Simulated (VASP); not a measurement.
## LiW16 (a cell with a defect): relaxation of the atoms with LDA

System: LiW16 (a cell with a defect).

```
W Li
1.0
     6.32000    0.00000    0.00000
     0.00000    6.32000    0.00000
     0.00000    0.00000    6.32000
W Li
16 1
Direct
  0.00000 0.00000 0.00000
  0.50000 0.00000 0.00000
  0.00000 0.50000 0.00000
  0.00000 0.00000 0.50000
  0.25000 0.25000 0.25000
  0.50000 0.50000 0.00000
  0.50000 0.00000 0.50000
  0.75000 0.25000 0.25000
  0.00000 0.50000 0.50000
  0.25000 0.75000 0.25000
  0.25000 0.25000 0.75000
  0.50000 0.50000 0.50000
  0.75000 0.75000 0.25000
  0.75000 0.25000 0.75000
  0.25000 0.75000 0.75000
  0.75000 0.75000 0.75000
  0.12173 0.74588 0.49912
```

```json
{
 "Program": "VASP 6.6.1",
 "Task": "relaxation of the atoms",
 "Functional": "LDA",
 "Potentials or basis": "VASP PAW LDA potentials, release 64 (W_sv, Li_sv)",
 "Cutoff": "520 eV",
 "k mesh": "2 × 2 × 2",
 "Occupations": "fermi-dirac, width 0.05 eV",
 "Spin": "no spin polarisation",
 "Dipole correction": "no",
 "Further INCAR settings": "LREAL = Auto; ALGO = Normal; EDIFF = 1e-06; IBRION = 2; EDIFFG = -0.08; NSW = 45"
}
```

| Item | Value |
| --- | --- |
| Energy gained by relaxing | 247.2 meV/atom |
| Ionic steps | 8 |
| Largest force after relaxing | 0.060 eV/Å |
| Band gap on the k mesh | zero (an odd number of electrons rules out a gap without spin polarisation) |

Forces on the atoms (eV/Å):
```
W    0.023 -0.013  0.000
W    0.044 -0.016 -0.002
W    0.026  0.018  0.000
W   -0.033 -0.019  0.000
W   -0.034  0.000  0.027
W    0.034  0.017 -0.002
W   -0.041  0.012  0.001
W   -0.027 -0.010  0.028
W   -0.024  0.046  0.000
W    0.014  0.000  0.058
W   -0.033  0.000 -0.026
W   -0.042 -0.015  0.000
W    0.041  0.002 -0.012
W   -0.029 -0.010 -0.028
W    0.016  0.000 -0.054
W    0.040  0.002  0.012
Li   0.026 -0.013 -0.002
```

The path:
```csv
step,energy change (eV),largest force (eV/Å),pressure (GPa)
1,0.0000,9.9453,5.74
2,-0.7897,7.8699,17.84
3,-3.8312,1.7104,5.90
4,-4.1635,0.7743,5.37
5,-4.1636,0.7583,5.36
6,-4.1945,0.3836,5.94
7,-4.1977,0.1822,5.79
8,-4.2025,0.0598,5.72
```

Final structure:
```yaml
crystal:
  lattice:
    - [6.32000, 0.00000, 0.00000]
    - [0.00000, 6.32000, 0.00000]
    - [0.00000, 0.00000, 6.32000]
  atoms:
    - { symbol: W, position: [0.99846, 0.00300, 0.00002] }
    - { symbol: W, position: [0.50979, 0.00662, 0.99993] }
    - { symbol: W, position: [0.99863, 0.49722, 0.00003] }
    - { symbol: W, position: [0.98145, 0.03590, 0.50015] }
    - { symbol: W, position: [0.25185, 0.25009, 0.24662] }
    - { symbol: W, position: [0.50965, 0.49309, 0.99994] }
    - { symbol: W, position: [0.49308, 0.99837, 0.49997] }
    - { symbol: W, position: [0.73984, 0.24970, 0.24261] }
    - { symbol: W, position: [0.97983, 0.46189, 0.50016] }
    - { symbol: W, position: [0.26961, 0.75066, 0.21411] }
    - { symbol: W, position: [0.25189, 0.25009, 0.75344] }
    - { symbol: W, position: [0.49283, 0.50150, 0.49997] }
    - { symbol: W, position: [0.75703, 0.74985, 0.25143] }
    - { symbol: W, position: [0.73981, 0.24970, 0.75734] }
    - { symbol: W, position: [0.26923, 0.75064, 0.78540] }
    - { symbol: W, position: [0.75698, 0.74984, 0.74853] }
    - { symbol: Li, position: [0.12175, 0.74771, 0.49947] }
```

Levels at points of the mesh, in eV from the Fermi level:
```
           k point  band 109  band 110  band 111  band 112  band 113  band 114  band 115  band 116  band 117  band 118
(0.00, 0.00, 0.00)     -0.33     -0.28     -0.27     -0.18      0.05      0.76      0.77      0.78      0.79      0.91
(0.50, 0.00, 0.00)     -0.93     -0.82     -0.48     -0.45     -0.11      0.27      0.43      0.70      0.93      0.95
(0.00, 0.50, 0.00)     -0.85     -0.84     -0.60     -0.27     -0.07      0.06      0.36      0.65      0.77      1.17
(0.00, 0.00, 0.50)     -0.86     -0.83     -0.59     -0.29     -0.09      0.08      0.37      0.66      0.77      1.12
(0.50, 0.50, 0.00)     -0.92     -0.83     -0.68     -0.53     -0.42     -0.16     -0.01      0.38      0.53      0.89
(0.00, 0.50, 0.50)     -1.25     -0.72     -0.71     -0.42     -0.37     -0.22     -0.08      0.25      0.36      0.85
(0.50, 0.00, 0.50)     -0.93     -0.84     -0.66     -0.51     -0.38     -0.16      0.00      0.35      0.53      0.90
(0.50, 0.50, 0.50)     -2.51     -2.44     -2.08     -2.07     -0.72      0.77      0.85      1.90      2.08      2.14
```

Wall time 13 min on 1 × NVIDIA H100 80GB with 1 thread of AMD EPYC 7R13 Processor (Zen 3), on a shared host, peak memory 1.4 GiB.

Caveat: the k points lie up to 0.50 Å⁻¹ apart, too coarse for converged energies and pressures of a metal; the cutoff is under 1.25 times the usual one of these potentials, so pressure, stress and relaxed cells hold a basis-set (Pulay) error; spin-orbit coupling is left out, which moves the levels of the heavy elements; the relaxation stopped at a loose force limit of 0.08 eV/Å, so its end isn't a converged minimum.
